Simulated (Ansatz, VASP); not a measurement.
## As: VASP beside Ansatz

The input INCAR:

```
SYSTEM = As
ALGO     = Normal         ! electronic algorithm
DIPOL    = 0.5 0.5 0.588
EDIFF    = 1E-6           ! SCF threshold, eV
ENCUT    = 400            ! plane-wave cutoff, eV
GGA      = PE             ! functional
GGA_COMPAT= .FALSE.      
IDIPOL   = 3            
ISIF     = 2              ! what is computed and relaxed
ISMEAR   = 0              ! smearing method
LASPH    = .TRUE.         ! aspherical terms in the spheres
LCHARG   = .TRUE.         ! write CHGCAR
LDIPOL   = .TRUE.       
LELF     = .TRUE.         ! ELF
LREAL    = .FALSE.        ! projectors in reciprocal space
LVACPOTAV= .TRUE.       
LVHAR    = .TRUE.       
LWAVE    = .FALSE.        ! write WAVECAR
NBANDS   = 24             ! bands
NELM     = 120            ! most SCF steps
NELMDL   = -8           
PREC     = Accurate       ! precision mode
SIGMA    = 0.04           ! smearing width, eV
```

The input KPOINTS:

```
k-points
0
G
  6 6 1
  0 0 0
```

File POSCAR:

```
As
1.0
    6.2610611174      0.0000000000      0.0000000000
   -3.1305305587      5.4222379823      0.0000000000
    0.0000000000      0.0000000000     19.6000000000
As
6
Direct
    0.6666670000      0.6666670000      0.5535726374
    0.3335512967      0.9990249662      0.5535721830
    1.0012025756      0.3336704320      0.5535682759
    0.3338509624      0.3327336859      0.6228997501
    1.0000396260      0.6664031009      0.6229243649
    0.6675298880      1.0002264530      0.6228978437
```

Input for Ansatz:

```yaml
crystal:
  lattice:
    - [6.2610611174, 0.0, 0.0]
    - [-3.1305305587, 5.4222379823, 0.0]
    - [0.0, 0.0, 19.6]
  atoms:
    - { symbol: As, position: [0.666667, 0.666667, 0.5535726374] }
    - { symbol: As, position: [0.3335512967, 0.9990249662, 0.553572183] }
    - { symbol: As, position: [1.0012025756, 0.333670432, 0.5535682759] }
    - { symbol: As, position: [0.3338509624, 0.3327336859, 0.6228997501] }
    - { symbol: As, position: [1.000039626, 0.6664031009, 0.6229243649] }
    - { symbol: As, position: [0.667529888, 1.000226453, 0.6228978437] }
basis:
  ecutwfc: 420
kpoints:
  mp_grid: { grid: [6, 6, 1] }
hamiltonian:
  xc: pbe
  pseudopotentials: { kind: paw, azcp: { folder: soft_1 } }
scf:
  occupations: { method: gaussian, width: 0.04 }
  n_extra_bands: 8
  max_iter: 160
output:
  forces: true
  eigenvalues: true
efield:
  axis: 3
  dipole_correction: true
```

Alike in both runs: task single point; functional PBE; k mesh 6 × 6 × 1; occupations gaussian, width 0.04 eV; no spin polarisation.

```csv
,VASP,Ansatz
version,VASP 6.6.1,Ansatz 0.2.0
potentials or method,"VASP PAW PBE potentials, release 64 (As), cutoff 400 eV","scalar-relativistic, plane waves, PAW"
valence electrons in the cell,30,90
```

```tsv
	VASP	Ansatz	Ansatz less VASP
gap on the k mesh at the Fermi level (eV)	1.77	1.77	-0.003
least direct gap on the mesh (eV)	1.95	1.97	+0.014
rms of the force components (eV/Å)	0.271	0.219	-0.0521
```

Atom by atom the forces differ by 0.052 eV/Å (rms over components). VASP's potentials hold 30 valence electrons a cell and Ansatz's 90, so a difference there can come from the potentials and not from the codes.
